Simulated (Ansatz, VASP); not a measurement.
## One calculation of BN, two programs

```xyz
4
Lattice="2.5797 0.0000 0.0000 -1.2899 2.2341 0.0000 0.0000 0.0000 4.2663" Properties=species:S:1:pos:R:3 pbc="T T T"
B     0.0000    1.4894    0.0008
B     1.2899    0.7447    2.1339
N     0.0000    1.4894    1.5990
N     1.2899    0.7447    3.7322
```

Alike in both runs: task single point; functional PBE; k mesh 9 × 9 × 6; no spin polarisation.

|  | VASP | Ansatz |
| --- | --- | --- |
| version | VASP 6.6.1 | Ansatz 0.2.0 |
| potentials or method | VASP PAW PBE potentials, release 64 (B, N) | plane waves, PAW |
| plane-wave cutoff (eV) | 520 | 420 |
| occupations | gaussian, width 0.01 eV | fixed |
| valence electrons in the cell | 16 | 16 |

Ansatz gave:

```
gap on the k mesh at the Fermi level (eV)                     : 5.27
pressure (GPa)                                                : -10.4
traceless stress, the component that is largest in VASP (GPa) : -0.09
rms of the force components (eV/Å)                            : 0.013
```

Which values does VASP return?

gap on the k mesh at the Fermi level (eV): 5.25; pressure (GPa): -10.2; traceless stress, the component that is largest in VASP (GPa): -0.12; rms of the force components (eV/Å): 0.011.

Atom by atom the forces differ by 0.001 eV/Å (rms over components).
